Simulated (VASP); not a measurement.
# WS2 (R3m) in VASP: further runs

Aim: see how the results for WS2 move with the level of theory and the settings. Levels: pbe exchange, lda correlation. Tasks: single point.

All numbers are computed with VASP 6.6.1; they aren't measurements. Logs are shortened: lines on timing, memory, paths and dates and some standing lists are left out, and cuts for length are marked.

## 1. The cell of the first run

It takes space group R3m (No. 160, trigonal). The conventional cell has a = 3.179 Å, b = 3.179 Å, c = 18.612 Å, α = 90.00°, β = 90.00°, γ = 120.00°. Within 3.2 Å of W (site symmetry 3m) lie 6 S at 2.41 to 2.43 Å and 6 W at 3.18 Å. Within 3.2 Å of S (site symmetry 3m) lie 3 W at 2.43 Å and 7 S at 3.15 to 3.18 Å. Within 3.2 Å of S (site symmetry 3m) lie 3 W at 2.41 Å and 7 S at 3.15 to 3.18 Å.

## 2. Single point, pbe exchange, lda correlation (18.10 Å³/atom)

Contents of INCAR:

```
PREC = Accurate
ENCUT = 500
EDIFF = 1E-6
ISMEAR = 0
SIGMA = 0.025
LREAL = False
LASPH = True
NELM = 120
ALGO = Normal
ISIF = 2
LWAVE = False
LCHARG = False
GGA = LIBXC
LIBXC1 = GGA_X_PBE
LIBXC2 = LDA_C_PW
NBANDS = 20
GGA_COMPAT = False
```

Contents of KPOINTS:

```
Automatic mesh
0
Gamma
  10 10 10
```

Contents of POSCAR:

```
WS2
1.0
    1.5894572584      0.9176735760      6.2041512999
   -1.5894572584      0.9176735760      6.2041512999
    0.0000000000     -1.8353471520      6.2041512999
W S
1 2
Direct
    0.0000000000      0.0000000000      0.0000000000
    0.5810000000      0.5810000000      0.5810000000
    0.7503000000      0.7503000000      0.7503000000
```

Potentials or basis: VASP PAW PBE potentials, release 64 (W_sv, S).

The run is started by

```console
$ cat potpaw_PBE.64/W_sv/POTCAR potpaw_PBE.64/S/POTCAR > POTCAR
$ mpirun -np 1 vasp_std > vasp.out
```

OUTCAR:

```text
PREC = Accurate
   ENCUT = 500
   EDIFF = 1E-6
   ISMEAR = 0
   LREAL = False
   LASPH = True
   NELM = 120
   ISIF = 2
   GGA = LIBXC

 ion  position               nearest neighbor table
   1  0.000  0.000  0.000-   3 2.41   3 2.41   3 2.41   2 2.43   2 2.43   2 2.43
   2  0.581  0.581  0.581-   1 2.43   1 2.43   1 2.43
   3  0.750  0.750  0.750-   1 2.41   1 2.41   1 2.41

  LATTYP: Found a trigonal (rhomboedric) cell.
 ALAT       =     6.4699298698
 COS(alpha) =     0.8792940837

  Lattice vectors:

 A1 = (   1.5894572584,   0.9176735760,   6.2041512999)
 A2 = (  -1.5894572584,   0.9176735760,   6.2041512999)
 A3 = (   0.0000000000,  -1.8353471520,   6.2041512999)

Analysis of symmetry for initial positions (statically):
=====================================================================
 Subroutine PRICEL returns:
 Original cell was already a primitive cell.

 Routine SETGRP: Setting up the symmetry group for a
 trigonal (rhombohedral) supercell.

 Subroutine GETGRP returns: Found  6 space group operations
 (whereof  6 operations were pure point group operations)
 out of a pool of 12 trial point group operations.

The static configuration has the point symmetry C_3v.

Analysis of symmetry for dynamics (positions and initial velocities):
=====================================================================
 Subroutine PRICEL returns:
 Original cell was already a primitive cell.

 Routine SETGRP: Setting up the symmetry group for a
 trigonal (rhombohedral) supercell.

 Subroutine GETGRP returns: Found  6 space group operations
 (whereof  6 operations were pure point group operations)
 out of a pool of 12 trial point group operations.

The dynamic configuration has the point symmetry C_3v.

 Subroutine INISYM returns: Found  6 space group operations
 (whereof  6 operations are pure point group operations),
 and found     1 'primitive' translations

----------------------------------------------------------------------------------------

                                     Primitive cell

  volume of cell :      54.2964

  direct lattice vectors                    reciprocal lattice vectors
     1.589457258  0.917673576  6.204151300     0.314572787  0.181618683  0.053727467
    -1.589457258  0.917673576  6.204151300    -0.314572787  0.181618683  0.053727467
     0.000000000 -1.835347152  6.204151300     0.000000000 -0.363237367  0.053727467

  length of vectors
     6.469929870  6.469929870  6.469929870     0.367189359  0.367189359  0.367189359

  position of ions in fractional coordinates (direct lattice)
     0.000000000  0.000000000  0.000000000
     0.581000000  0.581000000  0.581000000
     0.750300000  0.750300000  0.750300000

  ion indices of the primitive-cell ions
   primitive index   ion index
                 1           1
                 2           2
                 3           3

----------------------------------------------------------------------------------------

 KPOINTS: Automatic mesh

Automatic generation of k-mesh.
 Grid dimensions read from file:
 generate k-points for:   10   10   10

 Generating k-lattice:

  Cartesian coordinates                     Fractional coordinates (reciprocal lattice)
     0.031457279  0.018161868  0.005372747     0.100000000 -0.000000000  0.000000000
    -0.031457279  0.018161868  0.005372747    -0.000000000  0.100000000  0.000000000
     0.000000000 -0.036323737  0.005372747     0.000000000  0.000000000  0.100000000

  Length of vectors
     0.036718936  0.036718936  0.036718936

  Shift w.r.t. Gamma in fractional coordinates (k-lattice)
     0.000000000  0.000000000  0.000000000

 Subroutine IBZKPT returns following result:
 ===========================================

 Found    116 irreducible k-points:

 Following reciprocal coordinates:
            Coordinates               Weight
  0.000000  0.000000  0.000000      1.000000
  0.100000  0.000000  0.000000      6.000000
  0.200000  0.000000  0.000000      6.000000
  0.300000 -0.000000 -0.000000      6.000000
  0.400000  0.000000 -0.000000      6.000000
  0.500000  0.000000 -0.000000      3.000000
[... 16 lines left out ...]
  0.300000  0.300000 -0.000000      6.000000
  0.400000  0.300000 -0.000000     12.000000
 [... further k-points ...]
   k-points           NKPTS =    116   k-points in BZ     NKDIM =    116   number of bands    NBANDS=     20
   number of dos      NEDOS =    301   number of ions     NIONS =      3
   total plane-waves  NPLWV = 110592
   dimension x,y,z NGX =    48 NGY =   48 NGZ =   48
   dimension x,y,z NGXF=    96 NGYF=   96 NGZF=   96
   ions per type =               1   2
   NGX,Y,Z   is equivalent  to a cutoff of  12.33, 12.33, 12.33 a.u.
   NGXF,Y,Z  is equivalent  to a cutoff of  24.67, 24.67, 24.67 a.u.
 SYSTEM =  unknown system
   PREC   = accura    normal or accurate (medium, high low for compatibility)
   ISTART =      0    job   : 0-new  1-cont  2-samecut
   ICHARG =      2    charge: 1-file 2-atom 10-const
   ISPIN  =      1    spin polarized calculation?
   LNONCOLLINEAR =      F non collinear calculations
   LSORBIT =      F    spin-orbit coupling
   LASPH  =      T    aspherical Exc in radial PAW
   ENCUT  =  500.0 eV  36.75 Ry    6.06 a.u.  11.80 11.80 11.80*2*pi/ulx,y,z
   NELM   =    120;   NELMIN=  2; NELMDL= -5     # of ELM steps
   EDIFF  = 0.1E-05   stopping-criterion for ELM
   LREAL  =      F    real-space projection
   EDIFFG = 0.1E-04   stopping-criterion for IOM
   NSW    =      0    number of steps for IOM
   IBRION =     -1    ionic relax: 0-MD 1-quasi-New 2-CG
   NFREE  =      0    steps in history (QN), initial steepest desc. (CG)
   ISIF   =      2    stress and relaxation
   ISYM   =      2    0-nonsym 1-usesym 2-fastsym
   POTIM  = 0.5000    time-step for ionic-motion
   TEBEG  =    0.0;   TEEND  =   0.0 temperature during run
   PSTRESS=    0.0 pullay stress
   NELECT =      26.0000    total number of electrons
   NUPDOWN=      -1.0000    fix difference up-down
   EMIN   =  10.00;   EMAX   =-10.00  energy-range for DOS
   EFERMI =   0.00;   METHOD = LEGACY
   ISMEAR =     0;   SIGMA  =   0.03  broadening in eV -4-tet -1-fermi 0-gaus
   EFERMI_NEDOS =   21; number of points for ismear=-14 and -15
   IALGO  =     38    algorithm
   IMIX   =      4    mixing-type and parameters
     AMIX     =   0.40;   BMIX     =  1.00
     AMIX_MAG =   1.60;   BMIX_MAG =  1.00
  volume/ion in A,a.u.               =      18.10       122.14
  Fermi-wavevector in a.u.,A,eV,Ry     =   1.280783  2.420330 22.319082  1.640406
  Thomas-Fermi vector in A             =   2.413191
   LORBIT       =      0    0 simple, 1 ext, 2 COOP (PROOUT), +10 PAW based schemes
   GGA     = LIBXC    functional components
   LHFCALC =     F    Hartree Fock is set to
   AEXX    =    0.0000 exact exchange contribution
   IVDW    =     0    specifies the selected vdW correction
   LEPSILON=     F    determine dielectric tensor
   LRPA    =     F    only Hartree local field effects (RPA)
 non-spin polarized calculation
 Gauss-broadening in eV      SIGMA  =   0.03
  energy-cutoff  :      500.00
  volume of cell :       54.30
 maximum number of plane-waves:      1399
   NGX = 23   NGY = 23   NGZ = 23

 number of electron      26.0000002 magnetization

 Free energy of the ion-electron system (eV)
  ---------------------------------------------------
  ext. energy  EPLUGINS =         0.00000000
  ---------------------------------------------------
  free energy    TOTEN  =       -19.94695400 eV

  energy without entropy =      -19.94695400  energy(sigma->0) =      -19.94695400

 E-fermi :   7.4626     XC(G=0): -10.6031

 val. band max:        7.1606369874   @ k =   0.5000   0.5000   0.5000
 cond. band min:       8.3170042818   @ k =  -0.2000   0.2000   0.0000
 fundamental gap:      1.1563672944
 Fermi energy:         7.4625957228

 k-point     1 :       0.0000    0.0000    0.0000
  band No.  band energies     occupation
      1     -67.6476      2.00000
      2     -31.8447      2.00000
      3     -31.7077      2.00000
      4     -31.7077      2.00000
      5      -8.2505      2.00000
      6      -6.4060      2.00000
[... 12 lines left out ...]
     19      15.3100      0.00000
     20      15.9482      0.00000

 k-point     2 :       0.1000    0.0000    0.0000
  band No.  band energies     occupation
      1     -67.6460      2.00000
      2     -31.8390      2.00000
      3     -31.7393      2.00000
      4     -31.7151      2.00000
      5      -8.0893      2.00000
      6      -6.3592      2.00000
[... 12 lines left out ...]
     19      15.8483      0.00000
     20      16.0451      0.00000

 k-point     3 :       0.2000    0.0000    0.0000
  band No.  band energies     occupation
      1     -67.6418      2.00000
      2     -31.8244      2.00000
      3     -31.8212      2.00000
      4     -31.7344      2.00000
      5      -7.6402      2.00000
      6      -6.2289      2.00000
[... 12 lines left out ...]
     19      15.8677      0.00000
     20      16.3964      0.00000

 k-point     4 :       0.3000   -0.0000   -0.0000
  band No.  band energies     occupation
      1     -67.6367      2.00000
      2     -31.9214      2.00000
      3     -31.8058      2.00000
      4     -31.7582      2.00000
      5      -7.0120      2.00000
      6      -6.0500      2.00000
[... 12 lines left out ...]
     19      15.1603      0.00000
     20      15.4604      0.00000

 k-point     5 :       0.4000    0.0000   -0.0000
  band No.  band energies     occupation
      1     -67.6326      2.00000
      2     -32.0010      2.00000
      3     -31.7908      2.00000
      4     -31.7773      2.00000
      5      -6.4112      2.00000
      6      -5.8874      2.00000
[... 12 lines left out ...]
     19      14.2059      0.00000
     20      14.8323      0.00000
[... 353 lines left out ...]
      6      -5.7908      2.00000
[... 12 lines left out ...]
     19      15.1336      0.00000
     20      16.1539      0.00000

 k-point    22 :      -0.2000    0.2000    0.0000
  band No.  band energies     occupation
      1     -67.6344      2.00000
      2     -31.9383      2.00000
      3     -31.7988      2.00000
      4     -31.7972      2.00000
      5      -6.7027      2.00000
      6      -5.9333      2.00000
[... 12 lines left out ...]
     19      15.3527      0.00000
     20      15.9211      0.00000

 k-point    23 :       0.3000    0.3000   -0.0000
  band No.  band energies     occupation
      1     -67.6367      2.00000
      2     -31.9214      2.00000
      3     -31.8058      2.00000
      4     -31.7582      2.00000
      5      -6.9670      2.00000
      6      -6.1159      2.00000
[... 12 lines left out ...]
     19      14.9206      0.00000
     20      15.8387      0.00000

 k-point    24 :       0.4000    0.3000   -0.0000
  band No.  band energies     occupation
      1     -67.6339      2.00000
      2     -31.9633      2.00000
      3     -31.7954      2.00000
      4     -31.7851      2.00000
      5      -6.5607      2.00000
      6      -6.0046      2.00000
[... 12 lines left out ...]
     19      14.7815      0.00000
     20      15.8467      0.00000

 [... further k-points ...]

------------------------ aborting loop because EDIFF is reached ----------------------------------------

  FORCE on cell =-STRESS in cart. coord.  units (eV):
  Direction    XX          YY          ZZ          XY          YZ          ZX
  --------------------------------------------------------------------------------------
  -------------------------------------------------------------------------------------
  Total        3.9966826      3.9966826      3.0515211      0.0000000      0.0000000      0.0000000
  in kB      117.9341375    117.9341375     90.0443043      0.0000000      0.0000000      0.0000000
  external PRESSURE =     108.6375264 kB  Pullay stress =       0.0000000 kB

 VOLUME and BASIS-vectors are now :
 -----------------------------------------------------------------------------
  energy-cutoff  :      500.00
  volume of cell :       54.30
      direct lattice vectors                 reciprocal lattice vectors
     1.589457258  0.917673576  6.204151300     0.314572787  0.181618683  0.053727467
    -1.589457258  0.917673576  6.204151300    -0.314572787  0.181618683  0.053727467
     0.000000000 -1.835347152  6.204151300     0.000000000 -0.363237367  0.053727467

 POSITION                                       TOTAL-FORCE (eV/Angst)
 -----------------------------------------------------------------------------------
      0.00000      0.00000      0.00000         0.000000      0.000000     -0.581835
      0.00000      0.00000     10.81384         0.000000      0.000000      0.020625
      0.00000      0.00000     13.96492         0.000000      0.000000      0.561210
 -----------------------------------------------------------------------------------
    total drift:                                0.000000      0.000000      0.000090

  FREE ENERGIE OF THE ION-ELECTRON SYSTEM (eV)
  ---------------------------------------------------
  free  energy   TOTEN  =       -19.9469540032 eV

  energy  without entropy=      -19.9469540032  energy(sigma->0) =      -19.94695400
```

It took 3.7 min on 1 thread of AMD EPYC 9R45 (Zen 5), shared host; peak memory 0.34 GiB.

What came out:

| Quantity | Value |
| --- | --- |
| Free energy | -19.9470 eV |
| Pressure | 10.9 GPa |
| Largest force | 0.582 eV/Å |
| Band gap on the k mesh | 1.16 eV (least direct gap 2.16 eV) |

Forces on the atoms (eV/Å):
```
W    0.000  0.000 -0.582
S    0.000  0.000  0.021
S    0.000  0.000  0.561
```

Stress tensor (GPa, compression positive):
```
11.79  0.00  0.00
 0.00 11.79  0.00
 0.00  0.00  9.00
```

Caveat: the cell stands under pressure; the PAW data sets were made with another functional, which shifts forces and pressure a little; spin-orbit coupling is left out, which moves the levels of the heavy elements. A k mesh can miss the band edges.

(Continued in part 2 of 2.)
